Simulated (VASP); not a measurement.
# Au (P6_3/mmc) in VASP: notebook

The runs below take Au through single point, with PBEsol.

All numbers are computed with VASP 6.6.1; they aren't measurements. Logs are shortened: lines on timing, memory, paths and dates and some standing lists are left out, and cuts for length are marked.

## 1. The cell of the first run

The structure is hexagonal, space group P6_3/mmc (No. 194). The conventional cell has a = 2.937 Å, b = 2.937 Å, c = 4.671 Å, α = 90.00°, β = 90.00°, γ = 120.00°. Au (site symmetry -6m2) has 12 Au at 2.89 to 2.94 Å within 3.8 Å.

This isn't the form of Au at room conditions, which is fcc.

## 2. Single point, PBEsol (strain +0.025 along x and y, -0.025 along z)

INCAR

```
SYSTEM = Au
ALGO = Fast ; EDIFF = 1E-6
ENCUT = 520 ; GGA = PS
ISIF = 2 ; ISMEAR = 0
LASPH = .TRUE. ; LCHARG = .TRUE.
LELF = .TRUE. ; LREAL = .FALSE.
LVHAR = .TRUE. ; LWAVE = .FALSE.
NBANDS = 18 ; NELM = 60
PREC = Accurate ; SIGMA = 0.15
```

KPOINTS

```
k-points
0
G
  24 24 12
  0 0 0
```

POSCAR

```
Au
1.0
    2.9368198740      0.0000000000      0.0000000000
   -1.4684099370      2.5433606173      0.0000000000
    0.0000000000      0.0000000000      4.6708135634
Au
2
Direct
    0.3333333333      0.6666666667      0.7500000000
    0.6666666667      0.3333333333      0.2500000000
```

Potentials or basis: VASP PAW PBE potentials, release 64 (Au).

On the command line:

```
$ cat potpaw_PBE.64/Au/POTCAR > POTCAR
$ mpirun -np 1 vasp_std > vasp.out
```

OUTCAR:

```text
SYSTEM = Au
   EDIFF = 1E-6
   ENCUT = 520
   GGA = PS
   ISIF = 2
   ISMEAR = 0
   LASPH = .TRUE.
   LREAL = .FALSE.
   NELM = 60
   PREC = Accurate

 ion  position               nearest neighbor table
   1  0.333  0.667  0.750-   2 2.89   2 2.89   2 2.89   2 2.89   2 2.89   2 2.89
   2  0.667  0.333  0.250-   1 2.89   1 2.89   1 2.89   1 2.89   1 2.89   1 2.89

  LATTYP: Found a hexagonal cell.
 ALAT       =     2.9368198740
 C/A-ratio  =     1.5904324282

  Lattice vectors:

 A1 = (   2.9368198740,   0.0000000000,   0.0000000000)
 A2 = (  -1.4684099370,   2.5433606173,   0.0000000000)
 A3 = (   0.0000000000,   0.0000000000,   4.6708135634)

Analysis of symmetry for initial positions (statically):
=====================================================================
 Subroutine PRICEL returns:
 Original cell was already a primitive cell.

 Routine SETGRP: Setting up the symmetry group for a
 hexagonal supercell.

 Subroutine GETGRP returns: Found 24 space group operations
 (whereof 12 operations were pure point group operations)
 out of a pool of 24 trial point group operations.

The static configuration has the point symmetry D_3d.
 The point group associated with its full space group is D_6h.

Analysis of symmetry for dynamics (positions and initial velocities):
=====================================================================
 Subroutine PRICEL returns:
 Original cell was already a primitive cell.

 Routine SETGRP: Setting up the symmetry group for a
 hexagonal supercell.

 Subroutine GETGRP returns: Found 24 space group operations
 (whereof 12 operations were pure point group operations)
 out of a pool of 24 trial point group operations.

The dynamic configuration has the point symmetry D_3d.
 The point group associated with its full space group is D_6h.

 Subroutine INISYM returns: Found 24 space group operations
 (whereof 12 operations are pure point group operations),
 and found     1 'primitive' translations

----------------------------------------------------------------------------------------

                                     Primitive cell

  volume of cell :      34.8881

  direct lattice vectors                    reciprocal lattice vectors
     2.936819874  0.000000000  0.000000000     0.340504370  0.196590289  0.000000000
    -1.468409937  2.543360617  0.000000000     0.000000000  0.393180579  0.000000000
     0.000000000  0.000000000  4.670813563     0.000000000  0.000000000  0.214095465

  length of vectors
     2.936819874  2.936819874  4.670813563     0.393180579  0.393180579  0.214095465

[... 69 lines left out ...]
   NGXF,Y,Z  is equivalent  to a cutoff of  27.17, 27.17, 25.63 a.u.
 SYSTEM =  Au
   PREC   = accura    normal or accurate (medium, high low for compatibility)
   ISTART =      0    job   : 0-new  1-cont  2-samecut
   ICHARG =      2    charge: 1-file 2-atom 10-const
   ISPIN  =      1    spin polarized calculation?
   LNONCOLLINEAR =      F non collinear calculations
   LSORBIT =      F    spin-orbit coupling
   LASPH  =      T    aspherical Exc in radial PAW
   ENCUT  =  520.0 eV  38.22 Ry    6.18 a.u.   5.46  5.46  8.68*2*pi/ulx,y,z
   NELM   =     60;   NELMIN=  2; NELMDL= -5     # of ELM steps
   EDIFF  = 0.1E-05   stopping-criterion for ELM
   LREAL  =      F    real-space projection
[... 7 lines left out ...]
   TEBEG  =    0.0;   TEEND  =   0.0 temperature during run
   PSTRESS=    0.0 pullay stress
   NELECT =      22.0000    total number of electrons
   NUPDOWN=      -1.0000    fix difference up-down
   EMIN   =  10.00;   EMAX   =-10.00  energy-range for DOS
   EFERMI =   0.00;   METHOD = LEGACY
   ISMEAR =     0;   SIGMA  =   0.15  broadening in eV -4-tet -1-fermi 0-gaus
   EFERMI_NEDOS =   21; number of points for ismear=-14 and -15
   IALGO  =     68    algorithm
   IMIX   =      4    mixing-type and parameters
     AMIX     =   0.40;   BMIX     =  1.00
     AMIX_MAG =   1.60;   BMIX_MAG =  1.00
  volume/ion in A,a.u.               =      17.44       117.72
  Fermi-wavevector in a.u.,A,eV,Ry     =   1.403858  2.652907 26.814591  1.970817
  Thomas-Fermi vector in A             =   2.526478
   LORBIT       =      0    0 simple, 1 ext, 2 COOP (PROOUT), +10 PAW based schemes
   GGA     = PS    functional components
   LHFCALC =     F    Hartree Fock is set to
   AEXX    =    0.0000 exact exchange contribution
   IVDW    =     0    specifies the selected vdW correction
   LEPSILON=     F    determine dielectric tensor
   LRPA    =     F    only Hartree local field effects (RPA)
 non-spin polarized calculation
 RMM-DIIS sequential band-by-band and
 Gauss-broadening in eV      SIGMA  =   0.15
  energy-cutoff  :      520.00
  volume of cell :       34.89
 maximum number of plane-waves:       966
 NGX is ok and might be reduce to    24
   NGX = 11   NGY = 11   NGZ = 17

 number of electron      21.9999996 magnetization

 Free energy of the ion-electron system (eV)
  ---------------------------------------------------
  ext. energy  EPLUGINS =         0.00000000
  ---------------------------------------------------
  free energy    TOTEN  =        -7.80864021 eV

  energy without entropy =       -7.80094326  energy(sigma->0) =       -7.80479174

 E-fermi :   8.8371     XC(G=0): -12.7460

 val. band max:        8.8111207557   @ k =   0.4167   0.0417   0.5000
 cond. band min:       8.8398717132   @ k =   0.3333   0.1250   0.5000
 fundamental gap:      0.0287509575
 Fermi energy:         8.8371023064

 k-point     1 :       0.0000    0.0000    0.0000
  band No.  band energies     occupation
      1      -0.7837      2.00000
      2       1.8326      2.00000
      3       4.4527      2.00000
      4       4.4527      2.00000
      5       4.4799      2.00000
      6       4.8218      2.00000
[... 481 lines left out ...]
      5       4.7717      2.00000
      6       5.0248      2.00000
[... 10 lines left out ...]
     17      20.7783      0.00000
     18      23.5257      0.00000

 [... further k-points ...]
[... 5 lines left out ...]
  --------------------------------------------------------------------------------------
  -------------------------------------------------------------------------------------
  Total       -1.1340040     -1.1340040     -0.2276181      0.0000000      0.0000000      0.0000000
  in kB      -52.0771707    -52.0771707    -10.4529663      0.0000000      0.0000000      0.0000000
  external PRESSURE =     -38.2024359 kB  Pullay stress =       0.0000000 kB

 VOLUME and BASIS-vectors are now :
 -----------------------------------------------------------------------------
  energy-cutoff  :      520.00
  volume of cell :       34.89
      direct lattice vectors                 reciprocal lattice vectors
     2.936819874  0.000000000  0.000000000     0.340504370  0.196590289  0.000000000
    -1.468409937  2.543360617  0.000000000     0.000000000  0.393180579  0.000000000
     0.000000000  0.000000000  4.670813563     0.000000000  0.000000000  0.214095465

 POSITION                                       TOTAL-FORCE (eV/Angst)
 -----------------------------------------------------------------------------------
     -0.00000      1.69557      3.50311         0.000000     -0.000000      0.000000
      1.46841      0.84779      1.16770        -0.000000      0.000000      0.000000
 -----------------------------------------------------------------------------------
    total drift:                                0.000000     -0.000000      0.000000

  FREE ENERGIE OF THE ION-ELECTRON SYSTEM (eV)
  ---------------------------------------------------
  free  energy   TOTEN  =        -7.8086402126 eV

  energy  without entropy=       -7.8009432625  energy(sigma->0) =       -7.80479174
```

OSZICAR:

```text
N       E                     dE             d eps       ncg     rms          rms(c)
DAV:   1     0.121871166189E+03    0.12187E+03   -0.11671E+04 15388   0.118E+03
DAV:   2    -0.642407992869E+01   -0.12830E+03   -0.12258E+03 16332   0.261E+02
DAV:   3    -0.847307301630E+01   -0.20490E+01   -0.20373E+01 18138   0.334E+01
DAV:   4    -0.848181211962E+01   -0.87391E-02   -0.87382E-02 16982   0.228E+00
DAV:   5    -0.848188990869E+01   -0.77789E-04   -0.77788E-04 17150   0.230E-01    0.126E+01
RMM:   6    -0.785375452182E+01    0.62814E+00   -0.11133E+00 15375   0.785E+00    0.788E+00
RMM:   7    -0.781424089910E+01    0.39514E-01   -0.13767E-01 15772   0.293E+00    0.354E+00
RMM:   8    -0.780878174198E+01    0.54592E-02   -0.16767E-02 16033   0.991E-01    0.584E-01
RMM:   9    -0.780863709314E+01    0.14465E-03   -0.12634E-03 16997   0.269E-01    0.162E-01
RMM:  10    -0.780864675190E+01   -0.96588E-05   -0.17581E-04 17087   0.887E-02    0.147E-01
RMM:  11    -0.780864002205E+01    0.67298E-05   -0.31469E-05 16887   0.400E-02    0.164E-02
RMM:  12    -0.780864021260E+01   -0.19054E-06   -0.43250E-06 14034   0.135E-02
   1 F= -.78086402E+01 E0= -.78047917E+01  d E =-.769695E-02
```

stdout:

```text
POSCAR found type information on POSCAR Au
 POSCAR found :  1 types and       2 ions
 scaLAPACK will be used
 -----------------------------------------------------------------------------
|                                                                             |
|                                                                             |
|     You enforced a specific xc type in the INCAR file but a different       |
|     I HOPE YOU KNOW WHAT YOU ARE DOING!                                     |
|                                                                             |
 -----------------------------------------------------------------------------

 LDA part: xc-table for (Slater+PW92), standard interpolation
 POSCAR, INCAR and KPOINTS ok, starting setup
 FFT: planning ... GRIDC
 FFT: planning ... GRID_SOFT
 FFT: planning ... GRID
 WAVECAR not read
 entering main loop
```

Wall time 1.9 min (1 thread of AMD EPYC 9R45 (Zen 5), shared host); peak memory 0.3 GiB.

Results:

```yaml
Free_energy: -7.8086 eV
Pressure: -3.8 GPa
Band_gap_on_the_k_mesh: zero (bands 11 and 12 overlap by 6.66 eV)
```

Stress tensor (GPa, compression positive):
```
-5.21  0.00  0.00
 0.00 -5.21  0.00
 0.00  0.00 -1.05
```

Levels at points of the mesh, in eV from the Fermi level:
```tsv
k point	band 9	band 10	band 11	band 12	band 13	band 14
(0.00, 0.00, 0.00)	-3.69	-2.09	-2.09	-0.66	3.29	14.30
(0.50, 0.00, 0.00)	-1.75	-1.73	0.22	1.26	6.08	7.53
(0.00, 0.00, 0.50)	-2.54	-2.54	-2.54	-2.54	11.70	11.70
(0.50, 0.00, 0.50)	-1.84	-1.84	0.44	0.44	3.76	3.76
```

Caveat: the cell differs from its parent crystal (strain +0.025 along x and y, -0.025 along z); the cell stands under tension; the PAW data sets were made with another functional, which shifts forces and pressure a little; spin-orbit coupling is left out, which moves the levels of the heavy elements.

## 3. Single point, PBEsol (strain +0.050 along x and y, -0.050 along z)

INCAR

```
ALGO = Fast ; EDIFF = 1E-6
ENCUT = 520 ; GGA = PS
ISIF = 2 ; ISMEAR = 0
LASPH = True ; LCHARG = False
LREAL = False ; LWAVE = False
NBANDS = 18 ; NELM = 80
PREC = Accurate ; SIGMA = 0.15
```

KPOINTS

```
k-points
0
Gamma
  24 24 12
```

POSCAR

```
Au
1.0
    3.0084496271      0.0000000000      0.0000000000
   -1.5042248135      2.6053938031      0.0000000000
    0.0000000000      0.0000000000      4.5510491130
Au
2
Direct
    0.3333333333      0.6666666667      0.7500000000
    0.6666666667      0.3333333333      0.2500000000
```

Potentials or basis: VASP PAW PBE potentials, release 64 (Au).

On the command line:

```
$ cat potpaw_PBE.64/Au/POTCAR > POTCAR
$ mpirun -np 1 vasp_std > vasp.out
```

Wall time 1.8 min (1 thread of AMD EPYC 9R45 (Zen 5), shared host); peak memory 0.3 GiB.

The run converged. Its results:

- Free energy: -7.7439 eV
- Pressure: -5.9 GPa
- Band gap on the k mesh: zero (bands 11 and 12 overlap by 6.43 eV)

Stress tensor (GPa, compression positive):
```
-8.07  0.00  0.00
 0.00 -8.07  0.00
 0.00  0.00 -1.59
```

Levels at points of the mesh, in eV from the Fermi level:
```
           k point  band 9  band 10  band 11  band 12  band 13  band 14
(0.00, 0.00, 0.00)   -3.84    -2.05    -2.05    -0.17     3.83    14.03
(0.50, 0.00, 0.00)   -1.84    -1.58     0.03     0.93     6.45     7.75
(0.00, 0.00, 0.50)   -2.46    -2.46    -2.46    -2.46    12.64    12.64
(0.50, 0.00, 0.50)   -1.94    -1.94     0.42     0.42     3.60     3.60
```

Caveat: the cell differs from its parent crystal (strain +0.050 along x and y, -0.050 along z); the stress differs along the axes, from -8 to -2 GPa; the PAW data sets were made with another functional, which shifts forces and pressure a little; spin-orbit coupling is left out, which moves the levels of the heavy elements.

## 4. Single point, PBEsol (strain +0.000 along x and y, +0.050 along z)

INCAR

```
SYSTEM = Au
PREC = Accurate ; ENCUT = 520
EDIFF = 1E-6 ; ISMEAR = 0
SIGMA = 0.15 ; LREAL = .False.
LASPH = .True. ; NELM = 100
ALGO = Fast ; ISIF = 2
LWAVE = .False. ; LCHARG = .True.
GGA = PS ; LELF = .True.
LVHAR = .True. ; NBANDS = 18
```

KPOINTS

```
Automatic mesh
0
Gamma
  24 24 12
  0 0 0
```

POSCAR

```
Au
1.0
    2.8651901210      0.0000000000      0.0000000000
   -1.4325950605      2.4813274315      0.0000000000
    0.0000000000      0.0000000000      5.0301069144
Au
2
Direct
    0.3333333333      0.6666666667      0.7500000000
    0.6666666667      0.3333333333      0.2500000000
```

On the command line:

```
$ cat potpaw_PBE.64/Au/POTCAR > POTCAR
$ mpirun -np 1 vasp_std > vasp.out
```

It took 2 min on 1 thread of AMD EPYC 9R45 (Zen 5), shared host; peak memory 0.31 GiB.

It converged, with:

| Quantity | Value |
| --- | --- |
| Free energy | -7.7857 eV |
| Pressure | -6.8 GPa |
| Band gap on the k mesh | zero (bands 11 and 12 overlap by 6.65 eV) |

Stress tensor (GPa, compression positive):
```
-6.09  0.00  0.00
 0.00 -6.09  0.00
 0.00  0.00 -8.37
```

Levels at points of the mesh, in eV from the Fermi level:
```tsv
k point	band 9	band 10	band 11	band 12	band 13	band 14
(0.00, 0.00, 0.00)	-3.20	-2.13	-2.13	-1.26	1.90	14.79
(0.50, 0.00, 0.00)	-1.70	-1.57	0.45	1.66	5.32	6.78
(0.00, 0.00, 0.50)	-2.53	-2.53	-2.53	-2.53	9.32	9.32
(0.50, 0.00, 0.50)	-1.62	-1.62	0.55	0.55	3.83	3.83
```

Caveat: the cell differs from its parent crystal (strain +0.000 along x and y, +0.050 along z); the cell stands under tension; the PAW data sets were made with another functional, which shifts forces and pressure a little; spin-orbit coupling is left out, which moves the levels of the heavy elements.

## 5. Summary

| cell | gap on the mesh (eV) | pressure (GPa) |
| --- | --- | --- |
| a = 2.937, b = 2.937, c = 4.671 Å, angles 90.0, 90.0, 120.0°, 2 atoms | none | -3.8 |
| a = 3.008, b = 3.008, c = 4.551 Å, angles 90.0, 90.0, 120.0°, 2 atoms | none | -5.9 |
| a = 2.865, b = 2.865, c = 5.030 Å, angles 90.0, 90.0, 120.0°, 2 atoms | none | -6.8 |

Alike in all rows: task single point; level PBEsol; potentials or basis VASP PAW PBE potentials, release 64 (Au); no spin polarisation; k mesh 24 × 24 × 12; cutoff (eV) 520; smearing gaussian 0.15 eV.

Caveats: the PAW data sets were made with another functional, which shifts forces and pressure a little; spin-orbit coupling is left out, which moves the levels of the heavy elements; the cell stands under tension (at least some runs); the stress differs along the axes, from -8 to -2 GPa (at least some runs).

Total energies depend on the potentials used, so only differences within one code and one set of settings carry meaning.

The gap in the log of VASP goes by the Fermi energy; the results here count the filled bands.